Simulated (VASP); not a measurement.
Here is a VASP 6.6.1 calculation.

Contents of INCAR:

```
SYSTEM = Sn3Br
  PREC = Accurate
  ENCUT = 520
  EDIFF = 1E-7
  ISMEAR = 0
  SIGMA = 0.1
  LREAL = .FALSE.
  LASPH = .TRUE.
  NELM = 100
  ALGO = Normal
  ISIF = 2
  LWAVE = .FALSE.
  LCHARG = .FALSE.
  GGA = PE
  NBANDS = 32
```

KPOINTS

```
Automatic mesh
0
G
  3 3 6
  0 0 0
```

The input POSCAR:

```
Sn3Br
1.0
    6.5232408313      0.0000000000      0.0000000000
   -3.2616204156      5.6492922749      0.0000000000
    0.0000000000      0.0000000000      3.2325851236
Sn Br
3 1
Direct
    0.5000000000      0.0000000000      0.0000000000
    0.0000000000      0.5000000000      0.0000000000
    0.5000000000      0.5000000000      0.0000000000
    0.0000000000      0.0000000000      0.0000000000
```

Potentials or basis: VASP PAW PBE potentials, release 64 (Sn_d, Br).

Launch:

```sh
$ cat potpaw_PBE.64/Sn_d/POTCAR potpaw_PBE.64/Br/POTCAR > POTCAR
$ mpirun -np 1 vasp_std > vasp.out
```

Question: Estimate the pressure.

Answer: -0.2 GPa.

Caveat: the k points lie up to 0.37 Å⁻¹ apart; an odd number of electrons without spin polarisation forces a metal; a magnetic or distorted state may lie lower.
